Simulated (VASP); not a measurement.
Write the native input for VASP 6.6.1 that does the following.

```
Task                   : single point
Functional             : PBEsol
Potentials or basis    : VASP PAW PBE potentials, release 64 (Lu, As_d, N)
Cutoff                 : 700 eV
k mesh                 : 4 × 4 × 4
Occupations            : fermi-dirac, width 0.05 eV
Spin                   : no spin polarisation
Dipole correction      : no
Further INCAR settings : ALGO = Normal; EDIFF = 1e-06; NBANDS = 55
```

The structure of LuAs3N4 lies in POSCAR:

```
LuAs3N4
1.0
    4.7249689517     -0.0365216980     -0.0484949632
   -0.0354515856      4.7293063202      0.0389993953
   -0.0474857728      0.0389637721      4.7264054063
Lu As N
1 3 4
Direct
    0.0029704529     -0.0117362639     -0.0067207844
    0.0254446574      0.4710423416      0.5122796593
    0.4848764424     -0.0349085680      0.4771642236
    0.5213465780      0.5068311696     -0.0281974994
    0.1025061651      0.0790376064      0.4827026230
    0.5137384092      0.8890380398      0.0848913197
    0.4001673957      0.5909614786      0.5969590838
    0.9136742308      0.4779470612      0.8947247066
```

One way to write it, as run:

INCAR

```
PREC = Accurate
ENCUT = 700
EDIFF = 1E-6
ISMEAR = -1
SIGMA = 0.05
LREAL = F
LASPH = T
NELM = 120
ALGO = Normal
ISIF = 2
LWAVE = F
LCHARG = F
GGA = PS
NBANDS = 55
GGA_COMPAT = F
```

KPOINTS

```
Automatic mesh
0
Gamma
  4 4 4
```

Potentials or basis: VASP PAW PBE potentials, release 64 (Lu, As_d, N).

Launch:

```sh
$ cat potpaw_PBE.64/Lu/POTCAR potpaw_PBE.64/As_d/POTCAR potpaw_PBE.64/N/POTCAR > POTCAR
$ mpirun -np 1 vasp_std > vasp.out
```

It gave:

- Pressure: -0.2 GPa
- Largest force: 0.050 eV/Å
- Band gap on the k mesh: 1.85 eV (least direct gap 2.29 eV)

Caveat: the PAW data sets were made with another functional, which shifts forces and pressure a little; spin-orbit coupling is left out, which moves the levels of the heavy elements.

It took 5.5 min on 1 thread of Intel(R) Xeon(R) Platinum 8488C (Sapphire Rapids), on a shared host, peak memory 0.44 GiB.
